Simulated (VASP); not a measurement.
A run of VASP 6.6.1:

INCAR

```
PREC = Accurate
ENCUT = 520
EDIFF = 1E-6
ISMEAR = 0
SIGMA = 0.1
LREAL = False
LASPH = True
NELM = 60
ALGO = Normal
ISIF = 2
LWAVE = False
LCHARG = False
GGA = PE
NBANDS = 25
```

The input KPOINTS:

```
Automatic mesh
0
Gamma
  10 8 8
```

Contents of POSCAR:

```
GeB2C3
1.0
    3.6461082759      0.0000000000      0.0000000000
    0.0000000000      4.7811259127      0.0000000000
    0.0000000000      0.0000000000      5.6746000425
Ge B C
1 2 3
Direct
    0.5000000000      0.0000000000      0.0000000000
    0.5000000000      0.5000000000      0.8639418619
    0.5000000000      0.5000000000      0.1360581381
    0.5000000000      0.5000000000      0.3897479062
    0.5000000000      0.5000000000      0.6102520938
    0.0000000000      0.0000000000      0.0000000000
```

Potentials or basis: VASP PAW PBE potentials, release 64 (Ge_d, B, C).

Launch:

```sh
$ cat potpaw_PBE.64/Ge_d/POTCAR potpaw_PBE.64/B/POTCAR potpaw_PBE.64/C/POTCAR > POTCAR
$ mpirun -np 1 vasp_std > vasp.out
```

Hardware: 1 thread of Intel Xeon 8259CL, with other jobs on the host.

Question: How long does it take, and how much memory?

Answer: Wall time 9 min on 1 thread of Intel Xeon 8259CL, on a shared host, peak memory 0.45 GiB. Counts: scf iterations 15, k points 150.
